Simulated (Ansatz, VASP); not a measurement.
TiN in VASP and in Ansatz

```
CELL_PARAMETERS angstrom
0.00000 2.08630 2.08630
2.08630 0.00000 2.08630
2.08630 2.08630 0.00000
ATOMIC_POSITIONS crystal
Ti 0.00000 0.00000 0.00000
N 0.50000 0.50000 0.50000
```

Alike in both runs: functional LDA; k mesh 8 × 8 × 8; occupations gaussian, width 0.1 eV; no spin polarisation.

Ansatz relaxed the structure, and its values are those at the end. VASP's run is a single point on that final structure, the one shown.

```csv
,VASP,Ansatz
version,VASP 6.6.1,Ansatz 0.2.0
potentials or method,"VASP PAW LDA potentials, release 64 (Ti_sv, N_h), cutoff 1330 eV","scalar-relativistic, plane waves, PAW"
valence electrons in the cell,17,17
```

|  | VASP | Ansatz | Ansatz less VASP |
| --- | --- | --- | --- |
| gap on the k mesh at the Fermi level (eV) | none | none | - |
| pressure (GPa) | 1.0 | 0.0 | -0.94 |

Ansatz warns that its potentials were made for another functional, while VASP's fit it. LDA's correlation is that of Perdew and Zunger in VASP and of Perdew and Wang (1992) in Ansatz. A gap of «none» marks a metal or a gap that the smearing closes.
